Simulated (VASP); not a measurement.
Write the native input for VASP 6.6.1 that does the following.

```yaml
Task: single point
Functional: LDA
Potentials_or_basis: VASP PAW LDA potentials, release 64 (B)
Cutoff: 520 eV
k_mesh: 9 × 9 × 9
Occupations: fermi-dirac, width 0.1 eV
Spin: no spin polarisation
Dipole_correction: no
Further_INCAR_settings: ALGO = Normal; EDIFF = 1e-07; NBANDS = 22
```

The structure of B lies in POSCAR:

```
B
1.0
    3.6228021024      0.0000000000      0.0000000000
    0.0000000000      3.6228021024      0.0000000000
    0.0000000000      0.0000000000      3.6228021024
B
8
Direct
    0.0000000000      1.0000000000      1.0000000000
    0.5000000000      0.5000000000      0.5000000000
    0.2500000000      0.0000000000      0.5000000000
    0.7500000000      0.0000000000      0.5000000000
    0.5000000000      0.2500000000      1.0000000000
    0.5000000000      0.7500000000      1.0000000000
    1.0000000000      0.5000000000      0.2500000000
    1.0000000000      0.5000000000      0.7500000000
```

These files were run (other wordings do the same):

INCAR

```
  ALGO = Normal
  EDIFF = 1E-7
  ENCUT = 520
  ISIF = 2
  ISMEAR = -1
  LASPH = T
  LCHARG = T
  LELF = T
  LREAL = F
  LVHAR = T
  LWAVE = F
  NBANDS = 22
  NELM = 60
  PREC = Accurate
  SIGMA = 0.1
```

KPOINTS

```
k-points
0
Gamma
  9 9 9
```

Potentials or basis: VASP PAW LDA potentials, release 64 (B).

The run is started by

```bash
$ cat potpaw_LDA.64/B/POTCAR > POTCAR
$ mpirun -np 1 vasp_std > vasp.out
```

Results of the run:

- Pressure: 0.0 GPa
- Band gap on the k mesh: zero (band 12 reaches 14.17 eV, above the bottom of band 13 at 9.66 eV)

Run time: 12 s on 1 thread of Intel(R) Xeon(R) 6975P-C (Granite Rapids), with other jobs on the host, peak memory 0.14 GiB.
